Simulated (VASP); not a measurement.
KTaO3, 5 atoms in the cell. Symmetry: P4/mmm, No. 123, tetragonal system. Conventional cell: a = 3.985 Å, b = 3.985 Å, c = 4.424 Å, α = 90.00°, β = 90.00°, γ = 90.00°. K (site symmetry 4/mmm) has 12 O at 2.82 to 2.98 Å and 8 Ta at 3.58 Å within 3.7 Å. Ta (site symmetry 4/mmm) has 6 O at 1.99 to 2.21 Å within 2.6 Å. Within 2.6 Å of O (site symmetry mmm) lie 2 Ta at 1.99 Å. O (site symmetry 4/mmm) has 2 Ta at 2.21 Å and 4 K at 2.82 Å within 2.9 Å.  This cell differs from its parent crystal: normal strain along x +0.0000, normal strain along z +0.1100.

| Item | Value |
| --- | --- |
| Program | VASP 6.6.1 |
| Task | single point |
| Functional | PBEsol |
| Potentials or basis | VASP PAW PBE potentials, release 64 (K_sv, Ta_pv, O) |
| Cutoff | 520 eV |
| k mesh | 8 × 8 × 8 |
| Occupations | gaussian, width 0.05 eV |
| Spin | no spin polarisation |
| Dipole correction | no |
| Further INCAR settings | ALGO = Normal; EDIFF = 1e-07; NBANDS = 27 |

Potentials or basis: VASP PAW PBE potentials, release 64 (K_sv, Ta_pv, O).

Launch:

```sh
$ cat potpaw_PBE.64/K_sv/POTCAR potpaw_PBE.64/Ta_pv/POTCAR potpaw_PBE.64/O/POTCAR > POTCAR
$ mpirun -np 1 vasp_std > vasp.out
```

Hardware: 1 thread of Intel Xeon 6975P-C (shared host).

Question: How long does it take, and how much memory?

Answer: It took 120 s on 1 thread of Intel Xeon 6975P-C (shared host), peak memory 0.27 GiB. Counts: scf iterations 16, k points 75.
